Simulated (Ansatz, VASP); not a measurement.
## One calculation of Ba2Be, two programs

The input INCAR:

```
ALGO = Fast ; EDIFF = 1E-6
ENCUT = 520 ; GGA = PE
ISIF = 2 ; ISMEAR = 0
LASPH = True ; LCHARG = False
LREAL = False ; LWAVE = False
NBANDS = 18 ; NELM = 100
PREC = Accurate ; SIGMA = 0.1
```

File KPOINTS:

```
k-points
0
Gamma
  4 4 4
```

POSCAR

```
Ba2Be
1.0
    0.0000000000      3.5986948000      3.5986948000
    3.5986948000      0.0000000000      3.5986948000
    3.5986948000      3.5986948000      0.0000000000
Ba Be
2 1
Direct
    0.2500000000      0.2500000000      0.2500000000
    0.7500000000      0.7500000000      0.7500000000
    0.5000000000      0.5000000000      0.5000000000
```

Input for Ansatz:

```yaml
crystal:
  lattice:
    - [0.0, 3.5986948, 3.5986948]
    - [3.5986948, 0.0, 3.5986948]
    - [3.5986948, 3.5986948, 0.0]
  atoms:
    - { symbol: Ba, position: [0.25, 0.25, 0.25] }
    - { symbol: Ba, position: [0.75, 0.75, 0.75] }
    - { symbol: Be, position: [0.5, 0.5, 0.5] }
basis:
  ecutwfc: 420
kpoints:
  mp_grid: { grid: [4, 4, 4] }
hamiltonian:
  xc: pbe
scf:
  occupations: { method: gaussian, width: 0.1 }
  lower_state_search: "off"
output:
  forces: true
  stress: true
  eigenvalues: true
```

Alike in both runs: task single point; functional PBE; k mesh 4 × 4 × 4; occupations gaussian, width 0.1 eV; no spin polarisation.

|  | VASP | Ansatz |
| --- | --- | --- |
| version | VASP 6.6.1 | Ansatz 0.2.0 |
| potentials or method | VASP PAW PBE potentials, release 64 (Ba_sv, Be), cutoff 520 eV | scalar-relativistic, plane waves, PAW |
| valence electrons in the cell | 22 | 22 |

Ansatz gave:

```
gap on the k mesh at the Fermi level (eV) : none
pressure (GPa)                            : 6.4
```

Question: Which values does VASP return?

Answer: gap on the k mesh at the Fermi level (eV): none; pressure (GPa): 7.1.

A gap of «none» marks a metal or a gap that the smearing closes. With one functional, cell and mesh, what is left measures potentials, basis and numerics.

The k mesh is coarse, so the values compare programs but aren't converged. Neither program's run includes spin-orbit coupling.
